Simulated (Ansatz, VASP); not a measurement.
## Mo: VASP beside Ansatz

```
CELL_PARAMETERS angstrom
0.00000 1.85380 2.01500
1.85380 0.00000 2.01500
1.85380 1.85380 0.00000
ATOMIC_POSITIONS crystal
Mo 0.00000 0.00000 0.00000
```

Change from the starting cell: strain -0.080 along x and y, +0.000 along z, atoms carried along.

Alike in both runs: task single point; functional PBE; k mesh 20 × 20 × 20; occupations gaussian, width 0.15 eV; no spin polarisation.

|  | VASP | Ansatz |
| --- | --- | --- |
| version | VASP 6.6.1 | Ansatz 0.2.0 |
| potentials or method | VASP PAW PBE potentials, release 64 (Mo_sv), cutoff 520 eV | scalar-relativistic, plane waves, PAW |
| valence electrons in the cell | 14 | 14 |

Ansatz gave:

```
gap on the k mesh at the Fermi level (eV)                     : none
pressure (GPa)                                                : 47.3
traceless stress, the component that is largest in VASP (GPa) : 5.01
```

Task: Which values does VASP return?

Result: gap on the k mesh at the Fermi level (eV): none; pressure (GPa): 48.2; traceless stress, the component that is largest in VASP (GPa): 4.97.

A gap of «none» marks a metal or a gap that the smearing closes. Both programs put the cell under a high pressure, so it lies far from rest at this level. The functional is the same, so the differences come from potentials, cutoffs and numerics.
